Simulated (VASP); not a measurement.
Here is a VASP 6.6.1 calculation.

File INCAR:

```
SYSTEM = Ni
PREC = Accurate
ENCUT = 600
EDIFF = 1E-7
ISMEAR = -1
SIGMA = 0.1
LREAL = .False.
LASPH = .True.
NELM = 200
ALGO = Normal
ISIF = 3
LWAVE = .False.
LCHARG = .False.
ISPIN = 2
MAGMOM = 1.5
LORBIT = 11
LMAXMIX = 4
GGA = PS
IBRION = 2
NSW = 80
EDIFFG = -0.01
PSTRESS = 200.0
GGA_COMPAT = .False.
NELMIN = 4
```

File KPOINTS:

```
Automatic mesh
0
Gamma
  8 8 8
  0 0 0
```

Contents of POSCAR:

```
Ni
1.0
    0.0000000000      1.7600000000      1.7600000000
    1.7600000000      0.0000000000      1.7600000000
    1.7600000000      1.7600000000      0.0000000000
Ni
1
Direct
    0.0000000000      0.0000000000      0.0000000000
```

Potentials or basis: VASP PAW PBE potentials, release 64 (Ni).

The run is started by

```bash
$ cat potpaw_PBE.64/Ni/POTCAR > POTCAR
$ mpirun -np 1 vasp_std > vasp.out
```

(1) Estimate the net moment.

(2) Predict the space group after relaxing (to 0.1 Å).

(3) What does it give for the relaxed volume?

(4) Estimate the site moments.

Results:

(1) 0.69 μB per cell.

(2) Fm-3m (No. 225).

(3) 9.67 Å³/atom.

(4) Ni +0.69 μB.

Caveat: the k points lie up to 0.40 Å⁻¹ apart in the final cell; the cell is relaxed towards a set pressure, so the run minimises the enthalpy, not the energy; the PAW data sets were made with another functional, which shifts forces and pressure a little.
